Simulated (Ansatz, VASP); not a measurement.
Two plane-wave programs on GaPH4

```xyz
18
Lattice="13.9000 0.0000 0.0000 0.0000 14.2000 0.0000 0.0000 0.0000 14.5000" Properties=species:S:1:pos:R:3 pbc="T T T"
P     6.2671    6.4172    9.1615
P     6.2672    9.0117    6.5672
P     8.8618    6.4171    6.5671
Ga    4.7118    7.9192    8.0691
Ga    7.7693    4.8618    8.0691
Ga    7.7692    7.9191    5.0118
H     5.5110    5.6610   10.0969
H     7.0172    7.1674   10.1064
H     3.7834    7.0327    7.1826
H     4.2183    8.9663    9.1165
H     5.5110    9.9471    5.8110
H     7.0172    9.9566    7.3175
H     6.8827    3.9335    7.1825
H     8.8164    4.3685    9.1165
H     9.7971    5.6609    5.8109
H     9.8067    7.1672    7.3173
H     6.8825    7.0324    4.0838
H     8.8164    8.9664    4.5185
```

Alike in both runs: functional PBE; k mesh 1 × 1 × 1; occupations gaussian, width 0.05 eV; no spin polarisation.

Ansatz relaxed the structure, and its values are those at the end. VASP's run is a single point on that final structure, the one shown.

|  | VASP | Ansatz |
| --- | --- | --- |
| version | VASP 6.6.1 | Ansatz 0.2.0 |
| potentials or method | VASP PAW PBE potentials, release 64 (P, Ga_d, H), cutoff 520 eV | scalar-relativistic, plane waves, PAW |
| valence electrons in the cell | 66 | 66 |

Ansatz gave:

- gap on the k mesh at the Fermi level (eV): 4.82
- rms of the force components (eV/Å): 0.010

Question: What did VASP give for the same quantities?

Answer: gap on the k mesh at the Fermi level (eV): 4.83; rms of the force components (eV/Å): 0.022.

Ansatz's warnings: xc potential rough in thin density.
